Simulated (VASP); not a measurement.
Here is a VASP 6.6.1 calculation.

File INCAR:

```
SYSTEM = KBr
PREC = Accurate ; ENCUT = 520
EDIFF = 1E-7 ; ISMEAR = -1
SIGMA = 0.02 ; LREAL = .False.
LASPH = .True. ; NELM = 60
ALGO = Normal ; ISIF = 2
LWAVE = .False. ; LCHARG = .False.
GGA = PE ; NBANDS = 15
```

Contents of KPOINTS:

```
regular mesh
0
Gamma
  6 6 6
  0 0 0
```

File POSCAR:

```
KBr
1.0
    0.0000000000      3.3022478341      3.3022478341
    3.2857365950      0.0000000000      3.3022478341
    3.2857365950      3.3022478341      0.0000000000
K Br
1 1
Direct
    0.0000000000      0.0000000000      0.0000000000
    0.5000000000      0.5000000000      0.5000000000
```

Potentials or basis: VASP PAW PBE potentials, release 64 (K_sv, Br).

Run with:

```console
$ cat potpaw_PBE.64/K_sv/POTCAR potpaw_PBE.64/Br/POTCAR > POTCAR
$ mpirun -np 1 vasp_std > vasp.out
```

(1) Estimate the pressure.

(2) Estimate the band gap on the k mesh.

## Answers

(1) 0.8 GPa.

(2) 4.44 eV.

Caveat: the cell differs from its parent crystal (uniaxial x strain -0.5%).
